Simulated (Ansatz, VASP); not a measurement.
C: VASP beside Ansatz

The input INCAR:

```
PREC     = Accurate       # precision mode
ENCUT    = 520            # plane-wave cutoff, eV
EDIFF    = 1E-6           # SCF threshold, eV
ISMEAR   = 0              # smearing method
SIGMA    = 0.05           # smearing width, eV
LREAL    = F              # projectors in reciprocal space
LASPH    = T              # aspherical terms in the spheres
NELM     = 100            # most SCF steps
ALGO     = Normal         # electronic algorithm
ISIF     = 2              # what is computed and relaxed
LWAVE    = F              # write WAVECAR
LCHARG   = F              # write CHGCAR
NBANDS   = 26             # bands
```

File KPOINTS:

```
Automatic mesh
0
Gamma
  8 8 8
```

Contents of POSCAR:

```
C
1.0
   -2.3742423240      2.3742423240      2.3742423240
    2.3742423240     -2.3742423240      2.3742423240
    2.3742423240      2.3742423240     -2.3742423240
C
8
Direct
    0.3254710859      0.0000000000      0.0000000000
    0.6745289141      0.6745289141      0.6745289141
    0.0000000000      0.3254710859      0.0000000000
    0.0000000000      0.0000000000      0.3254710859
    0.0000000000      0.6745289141      0.0000000000
    0.3254710859      0.3254710859      0.3254710859
    0.6745289141      0.0000000000      0.0000000000
    0.0000000000      0.0000000000      0.6745289141
```

Input for Ansatz:

```yaml
crystal:
  lattice:
    - [-2.374242324, 2.374242324, 2.374242324]
    - [2.374242324, -2.374242324, 2.374242324]
    - [2.374242324, 2.374242324, -2.374242324]
  atoms:
    - { symbol: C, position: [0.3254710859, 0.0, 0.0] }
    - { symbol: C, position: [0.6745289141, 0.6745289141, 0.6745289141] }
    - { symbol: C, position: [0.0, 0.3254710859, 0.0] }
    - { symbol: C, position: [0.0, 0.0, 0.3254710859] }
    - { symbol: C, position: [0.0, 0.6745289141, 0.0] }
    - { symbol: C, position: [0.3254710859, 0.3254710859, 0.3254710859] }
    - { symbol: C, position: [0.6745289141, 0.0, 0.0] }
    - { symbol: C, position: [0.0, 0.0, 0.6745289141] }
basis:
  ecutwfc: 420
kpoints:
  mp_grid: { grid: [8, 8, 8] }
hamiltonian:
  xc: lda
scf:
  occupations: { method: gaussian, width: 0.05 }
output:
  forces: true
  stress: true
  eigenvalues: true
```

Change from the starting cell: strain -0.015 along x and y, -0.015 along z, atoms carried along.

Alike in both runs: task single point; functional LDA; k mesh 8 × 8 × 8; occupations gaussian, width 0.05 eV; no spin polarisation.

```csv
,VASP,Ansatz
version,VASP 6.6.1,Ansatz 0.2.0
potentials or method,"VASP PAW LDA potentials, release 64 (C), cutoff 520 eV","scalar-relativistic, plane waves, PAW"
valence electrons in the cell,32,32
```

Ansatz gave:

* gap on the k mesh at the Fermi level (eV): 3.13
* least direct gap on the mesh (eV): 3.86
* pressure (GPa): 16.8
* rms of the force components (eV/Å): 0.137

Estimate VASP's values.

gap on the k mesh at the Fermi level (eV): 3.12; least direct gap on the mesh (eV): 3.84; pressure (GPa): 18.1; rms of the force components (eV/Å): 0.174.

LDA's correlation is that of Perdew and Zunger in VASP and of Perdew and Wang (1992) in Ansatz. Atom by atom the forces differ by 0.037 eV/Å (rms over components).
